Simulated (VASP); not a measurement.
The system is WF2.

```
W F
1.0
     5.87852    0.00000    0.00000
     0.00000    5.87852    0.00000
     0.00000    0.00000    2.47696
W F
2 4
Direct
  0.00000 0.00000 0.00000
  0.50000 0.50000 0.50000
  0.24635 0.24635 0.00000
  0.75365 0.75365 0.00000
  0.74635 0.25365 0.50000
  0.25365 0.74635 0.50000
```

Base run:

| Item | Value |
| --- | --- |
| Program | VASP 6.6.1 |
| Functional | PBE |
| Potentials or basis | VASP PAW PBE potentials, release 64 (W_sv, F) |
| Cutoff | 520 eV |
| k mesh | 6 × 6 × 14 |
| Occupations | gaussian, width 0.1 eV |
| Spin | collinear spin |
| Starting moments | [0.51, 0.51, 0.04, 0.04, 0.04, 0.04] μB |
| Fixed moment | 2 μB |

Its results: pressure 2.7 GPa; site moments W +0.78; F +0.03 μB; largest force 0.306 eV/Å.

**Question.** The run is repeated on the same cell with these changes: fixed moment from 2 μB to 3 μB; moments at the start from [0.51, 0.51, 0.04, 0.04, 0.04, 0.04] to [0.76, 0.76, 0.06, 0.06, 0.06, 0.06]. What comes out?

**Answer.** Pressure 4.7 GPa; site moments W +1.18; F +0.04 μB; largest force 0.623 eV/Å.

Caveats: the total moment is fixed, so each spin has its own Fermi level and the state may be an excited one; the moment is held away from its start (at least some runs); the stress differs along the axes, from 1 to 13 GPa (at least some runs).
